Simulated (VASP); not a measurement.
**ZnO: relaxation of cell and atoms with LDA**

Crystal: ZnO.

```
Zn O
1.0
     3.18712    0.00000    0.00000
    -1.59356    2.76012    0.00000
     0.00000    0.00000    5.15250
Zn O
2 2
Cartesian
  0.0000 1.8401 2.5777
  1.5936 0.9200 0.0015
  1.5936 0.9200 1.9514
  0.0000 1.8401 4.5276
```

```json
{
  "Program": "VASP 6.6.1",
  "Task": "relaxation of cell and atoms",
  "Functional": "LDA",
  "Potentials or basis": "VASP PAW LDA potentials, release 64 (Zn, O)",
  "Cutoff": "600 eV",
  "k mesh": "8 × 8 × 4",
  "Occupations": "gaussian, width 0.01 eV",
  "Spin": "no spin polarisation",
  "Target pressure": "2 GPa",
  "Dipole correction": "no",
  "Further INCAR settings": "ALGO = Normal; EDIFF = 1e-06; IBRION = 2; EDIFFG = -0.002; NSW = 100; ISIF = 3"
}
```

The relaxed volume is 11.27 Å³/atom, the relaxed cell is a = 3.182 Å, b = 3.182 Å, c = 5.144 Å, α = 90.00°, β = 90.00°, γ = 120.00° and the space group after relaxing (to 0.1 Å) is P6_3mc (No. 186). The energy change on relaxing (the run minimises the enthalpy) is +0.5 meV/atom, the ionic steps are 5 and the pressure after relaxing is 2.0 GPa. The band gap on the k mesh is 0.82 eV.

Step by step:
| step | energy change (eV) | largest force (eV/Å) | pressure (GPa) | volume (Å³) |
| --- | --- | --- | --- | --- |
| 1 | 0.0000 | 0.0014 | 0.98 | 45.33 |
| 2 | 0.0057 | 0.0012 | 2.72 | 44.86 |
| 3 | 0.0022 | 0.0013 | 2.04 | 45.09 |
| 4 | 0.0021 | 0.0013 | 1.92 | 45.10 |
| 5 | 0.0021 | 0.0012 | 1.98 | 45.10 |

Final structure:
```yaml
crystal:
  lattice:
    - [3.18176, 0.00000, 0.00000]
    - [-1.59088, 2.75548, 0.00000]
    - [0.00000, 0.00000, 5.14380]
  atoms:
    - { symbol: Zn, position: [0.33333, 0.66667, 0.50029] }
    - { symbol: Zn, position: [0.66667, 0.33333, 0.00029] }
    - { symbol: O, position: [0.66667, 0.33333, 0.37872] }
    - { symbol: O, position: [0.33333, 0.66667, 0.87872] }
```

Levels at points of the mesh, in eV from the valence-band top:
| k point | band 14 | band 15 | band 16 | band 17 | band 18 | band 19 | band 20 | band 21 | band 22 |
| --- | --- | --- | --- | --- | --- | --- | --- | --- | --- |
| (0.00, 0.00, 0.00) | -0.87 | -0.87 | -0.11 | 0.00 | 0.00 | 0.82 | 5.31 | 8.22 | 12.99 |
| (0.50, 0.00, 0.00) | -3.78 | -3.04 | -2.47 | -1.41 | -0.91 | 5.91 | 6.78 | 7.46 | 8.75 |
| (0.00, 0.00, 0.50) | -2.33 | -0.43 | -0.43 | -0.43 | -0.43 | 3.51 | 3.51 | 10.08 | 10.08 |
| (0.50, 0.00, 0.50) | -3.94 | -1.64 | -1.64 | -1.51 | -1.51 | 5.65 | 5.65 | 8.61 | 8.61 |

It took 2.7 min on 1 thread of Intel Xeon 8259CL, on a shared host, peak memory 0.18 GiB.

Caveat: the cell is relaxed towards a set pressure, so the run minimises the enthalpy, not the energy. LDA usually gives volumes a few per cent too small.
